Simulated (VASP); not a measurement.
Input of a VASP 6.6.1 run:

The input INCAR:

```
PREC = Accurate
ENCUT = 520
EDIFF = 1E-7
ISMEAR = 0
SIGMA = 0.15
LREAL = F
LASPH = T
NELM = 60
ALGO = Fast
ISIF = 2
LWAVE = F
LCHARG = F
GGA = PS
NBANDS = 14
```

Contents of KPOINTS:

```
Automatic mesh
0
Gamma
  20 20 20
```

Contents of POSCAR:

```
AlNi
1.0
    2.0213280872     -2.0213497884      0.0000000000
    2.0213280872      2.0213497884      0.0000000000
    0.0000000000      0.0000000000      2.8694088111
Al Ni
1 1
Direct
    0.0000000000      0.0000000000     -0.1045511531
    0.5000000000      0.5000000000      0.5000000000
```

Potentials or basis: VASP PAW PBE potentials, release 64 (Al, Ni).

Launch:

```sh
$ cat potpaw_PBE.64/Al/POTCAR potpaw_PBE.64/Ni/POTCAR > POTCAR
$ mpirun -np 1 vasp_std > vasp.out
```

Task: What does it give for the largest force?

Result: 1.872 eV/Å.

Task: Estimate the pressure.

Result: 6.3 GPa.

Stress tensor (GPa, compression positive):
```
8.12 0.00 0.00
0.00 8.12 0.00
0.00 0.00 2.60
```

Caveat: the cell differs from its parent crystal (all Al atoms moved -0.300 Å, as atom 1 along Cartesian [0 0 1]); the PAW data sets were made with another functional, which shifts forces and pressure a little. Spin polarisation is off, so any magnetic state and its effect on volume and gap are missing.
